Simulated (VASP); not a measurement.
Wanted: the native input for a VASP 6.6.1 run.

```yaml
Task: single point
Functional: RPBE
Potentials_or_basis: VASP PAW PBE potentials, release 64 (Y_sv)
Cutoff: 520 eV
k_mesh: 8 × 8 × 3
Occupations: fermi-dirac, width 0.05 eV
Spin: no spin polarisation
Dipole_correction: no
Further_INCAR_settings: ALGO = Normal; EDIFF = 1e-06; NBANDS = 30
```

The structure of Y lies in POSCAR:

```
Y
1.0
    3.6446503959      0.0000000000      0.0000000000
   -1.8223251979      3.1563598307      0.0000000000
    0.0000000000      0.0000000000     11.7515235267
Y
4
Direct
    0.6666666667      0.3333333333      0.7500000000
    0.0000000000      0.0000000000      0.5000000000
    0.3333333333      0.6666666667      0.2500000000
    0.0000000000      0.0000000000      0.0000000000
```

The input as run:

INCAR

```
SYSTEM = Y
ALGO     = Normal         ! electronic algorithm
EDIFF    = 1E-6           ! SCF threshold, eV
ENCUT    = 520            ! plane-wave cutoff, eV
GGA      = RP             ! functional
ISIF     = 2              ! what is computed and relaxed
ISMEAR   = -1             ! smearing method
LASPH    = .TRUE.         ! aspherical terms in the spheres
LCHARG   = .FALSE.        ! write CHGCAR
LREAL    = .FALSE.        ! projectors in reciprocal space
LWAVE    = .FALSE.        ! write WAVECAR
NBANDS   = 30             ! bands
NELM     = 100            ! most SCF steps
PREC     = Accurate       ! precision mode
SIGMA    = 0.05           ! smearing width, eV
```

KPOINTS

```
k-points
0
G
  8 8 3
  0 0 0
```

Potentials or basis: VASP PAW PBE potentials, release 64 (Y_sv).

Run with:

```bash
$ cat potpaw_PBE.64/Y_sv/POTCAR > POTCAR
$ mpirun -np 1 vasp_std > vasp.out
```

Results of the run:

```yaml
Pressure: -0.1 GPa
Band_gap_on_the_k_mesh: zero (bands 22 and 23 overlap by 1.07 eV)
```

Caveat: the PAW data sets were made with another functional, which shifts forces and pressure a little.

Wall time 46 s on 1 thread of Intel(R) Xeon(R) 6975P-C (Granite Rapids), with other jobs on the host, peak memory 0.27 GiB.
